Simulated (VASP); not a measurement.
Input of a VASP 6.6.1 run:

File POSCAR:

```
CaO
1.0
    0.0000000000      2.3975473901      2.3975473901
    2.3975473901      0.0000000000      2.3975473901
    2.3975473901      2.3975473901      0.0000000000
Ca O
1 1
Direct
    0.0000000000      0.0000000000      0.0000000000
    0.5000000000      0.5000000000      0.5000000000
```

INCAR.step1

```
  PREC = Accurate
  ENCUT = 1000
  EDIFF = 1E-5
  ISMEAR = 0
  SIGMA = 0.01
  LREAL = F
  LASPH = T
  NELM = 120
  ALGO = Normal
  ISIF = 2
  LWAVE = T
  LCHARG = F
  GGA = PE
  NBANDS = 15
  GGA_COMPAT = F
```

File INCAR.step2:

```
  PREC = Accurate
  ENCUT = 1000
  EDIFF = 1E-6
  ISMEAR = 0
  SIGMA = 0.01
  LREAL = F
  LASPH = T
  NELM = 120
  ALGO = Normal
  ISIF = 2
  LWAVE = F
  LCHARG = F
  GGA = PE
  LHFCALC = T
  AEXX = 1.0
  HFSCREEN = 0.3
  PRECFOCK = Normal
  ISTART = 1
  NBANDS = 15
  ALDAC = 1.0
  AGGAC = 1.0
  GGA_COMPAT = F
```

Contents of KPOINTS:

```
regular mesh
0
Gamma
  4 4 4
```

Potentials or basis: VASP PAW PBE potentials, release 64 (Ca_sv, O_h).

Run with:

```console
$ cat potpaw_PBE.64/Ca_sv/POTCAR potpaw_PBE.64/O_h/POTCAR > POTCAR
$ cp INCAR.step1 INCAR
$ mpirun -np 1 vasp_std > vasp.out
$ cp INCAR.step2 INCAR
$ mpirun -np 1 vasp_std > vasp.out
```

Predict the band gap on the k mesh.

9.70 eV (least direct gap 10.18 eV).

What does it give for the pressure?

-5.1 GPa.

Caveat: the k points lie up to 0.57 Å⁻¹ apart; the PAW data sets were made with another functional, which shifts forces and pressure a little. A k mesh can miss the band edges.
